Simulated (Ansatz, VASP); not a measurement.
Ti3Al in VASP and in Ansatz

```
Ti Al
1.0
     2.86094    0.00000    0.00000
    -1.43047    2.47765    0.00000
     0.00000    0.00000    9.05134
Ti Al
3 1
Direct
  0.49447 0.17350 0.00000
  0.39299 0.72204 0.75152
  0.39299 0.72204 0.24848
  0.76049 0.42042 0.50000
```

Change from the starting cell: mode 4 frozen in at -0.264 Å and mode 5 at -0.396 Å (largest displacements).

Alike in both runs: task single point; functional LDA; k mesh 15 × 15 × 6; occupations gaussian, width 0.15 eV; no spin polarisation.

|  | VASP | Ansatz |
| --- | --- | --- |
| version | VASP 6.6.1 | Ansatz 0.2.0 |
| potentials or method | VASP PAW LDA potentials, release 64 (Ti_sv, Al), cutoff 520 eV | scalar-relativistic, plane waves, PAW |
| valence electrons in the cell | 39 | 39 |

|  | VASP | Ansatz | Ansatz less VASP |
| --- | --- | --- | --- |
| gap on the k mesh at the Fermi level (eV) | none | none | - |
| pressure (GPa) | -1.4 | -1.3 | +0.01 |
| traceless stress, the component that is largest in VASP (GPa) | -1.45 | -1.43 | +0.024 |
| rms of the force components (eV/Å) | 0.189 | 0.188 | -0.0012 |

Ansatz warns that its potentials were made for another functional, while VASP's fit it. LDA's correlation is that of Perdew and Zunger in VASP and of Perdew and Wang (1992) in Ansatz. Atom by atom the forces differ by 0.003 eV/Å (rms over components). A gap of «none» marks a metal or a gap that the smearing closes.
